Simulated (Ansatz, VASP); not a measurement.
**One calculation of GaAs, two programs**

Contents of POSCAR:

```
GaAs
1.0
    0.0000000000      2.8750910496      2.8750910496
    2.8750910496      0.0000000000      2.8750910496
    2.8750910496      2.8750910496      0.0000000000
Ga As
1 1
Direct
    0.0000000000      0.0000000000      0.0000000000
    0.2500000000      0.2500000000      0.2500000000
```

File INCAR.step1:

```
SYSTEM = GaAs
PREC = Accurate
ENCUT = 600
ISMEAR = 0
SIGMA = 0.02
LREAL = .False.
LASPH = .True.
NELM = 60
GGA = PE
ALGO = Normal
EDIFF = 1E-4
LWAVE = .True.
LCHARG = .False.
```

Contents of INCAR.step2:

```
SYSTEM = GaAs
PREC = Accurate
ENCUT = 600
EDIFF = 1E-6
ISMEAR = 0
SIGMA = 0.02
LREAL = .False.
LASPH = .True.
NELM = 60
ALGO = Normal
ISIF = 3
LWAVE = .False.
LCHARG = .False.
METAGGA = R2SCAN
LMIXTAU = .True.
IBRION = 2
NSW = 100
EDIFFG = -0.01
ISTART = 1
```

KPOINTS

```
regular mesh
0
Gamma
  8 8 8
  0 0 0
```

Input for Ansatz:

```yaml
crystal:
  lattice:
    - [0.0, 2.8750910496, 2.8750910496]
    - [2.8750910496, 0.0, 2.8750910496]
    - [2.8750910496, 2.8750910496, 0.0]
  atoms:
    - { symbol: Ga, position: [0.0, 0.0, 0.0] }
    - { symbol: As, position: [0.25, 0.25, 0.25] }
basis:
  ecutwfc: 500
kpoints:
  mp_grid: { grid: [8, 8, 8] }
hamiltonian:
  xc: r2scan
scf:
  occupations: { method: gaussian, width: 0.02 }
output:
  forces: true
  stress: true
  eigenvalues: true
relax:
  adjacent_minimum: "off"
  f_tol: 0.01
  max_steps: 80
  cell: { stress_tol: 0.05 }
```

Alike in both runs: task relaxation of cell and atoms; functional r2SCAN; k mesh 8 × 8 × 8; occupations gaussian, width 0.02 eV; no spin polarisation.

```csv
,VASP,Ansatz
version,VASP 6.6.1,Ansatz 0.2.0
potentials or method,"VASP PAW PBE potentials, release 64 (Ga_d, As), cutoff 600 eV","scalar-relativistic, plane waves, PAW"
valence electrons in the cell,18,28
```

Ansatz gave:

```
gap on the k mesh at the Fermi level, each at its own relaxed structure (eV) : 0.96
relaxed volume (Å³/atom)                                                     : 22.74
relaxed cell length with the largest relative difference (Å)                 : 4.007
```

Problem. Which values does VASP return?

Solution. gap on the k mesh at the Fermi level, each at its own relaxed structure (eV): 0.94; relaxed volume (Å³/atom): 22.75; relaxed cell length with the largest relative difference (Å): 4.007.

VASP's potentials were made for PBE, not for r2SCAN. VASP's potentials hold 18 valence electrons a cell and Ansatz's 28, so a difference there can come from the potentials and not from the codes.
